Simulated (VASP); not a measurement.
Wanted: the native input for a VASP 6.6.1 run.

- Task: single point
- Functional: PBE
- Potentials or basis: VASP PAW PBE potentials, release 64 (K_sv, Zn)
- Cutoff: 520 eV
- k mesh: 10 × 10 × 10
- Occupations: gaussian, width 0.1 eV
- Spin: no spin polarisation
- Dipole correction: no
- Further INCAR settings: ALGO = Fast; EDIFF = 1e-06; NBANDS = 30

The structure of KZn3 lies in POSCAR:

```
KZn3
1.0
    4.6641240271      0.0000000000      0.0000000000
    0.0000000000      4.6641240271      0.0000000000
    0.0000000000      0.0000000000      4.6641240271
K Zn
1 3
Direct
    0.0000000000      0.0000000000      0.0000000000
    0.0000000000      0.5000000000      0.5000000000
    0.5000000000      0.0000000000      0.5000000000
    0.5000000000      0.5000000000      0.0000000000
```

These files were run (other wordings do the same):

INCAR

```
SYSTEM = KZn3
PREC     = Accurate       ! precision mode
ENCUT    = 520            ! plane-wave cutoff, eV
EDIFF    = 1E-6           ! SCF threshold, eV
ISMEAR   = 0              ! smearing method
SIGMA    = 0.1            ! smearing width, eV
LREAL    = .FALSE.        ! projectors in reciprocal space
LASPH    = .TRUE.         ! aspherical terms in the spheres
NELM     = 100            ! most SCF steps
ALGO     = Fast           ! electronic algorithm
ISIF     = 2              ! what is computed and relaxed
LWAVE    = .FALSE.        ! write WAVECAR
LCHARG   = .FALSE.        ! write CHGCAR
GGA      = PE             ! functional
NBANDS   = 30             ! bands
```

KPOINTS

```
Automatic mesh
0
G
  10 10 10
  0 0 0
```

Potentials or basis: VASP PAW PBE potentials, release 64 (K_sv, Zn).

Launch:

```sh
$ cat potpaw_PBE.64/K_sv/POTCAR potpaw_PBE.64/Zn/POTCAR > POTCAR
$ mpirun -np 1 vasp_std > vasp.out
```

Results of the run:

```
Pressure               : 0.1 GPa
Band gap on the k mesh : zero (an odd number of electrons rules out a gap without spin polarisation)
```

Run time: 100 s on 1 thread of AMD EPYC 9R45 96-Core Processor (Zen 5) (shared host), peak memory 0.27 GiB.
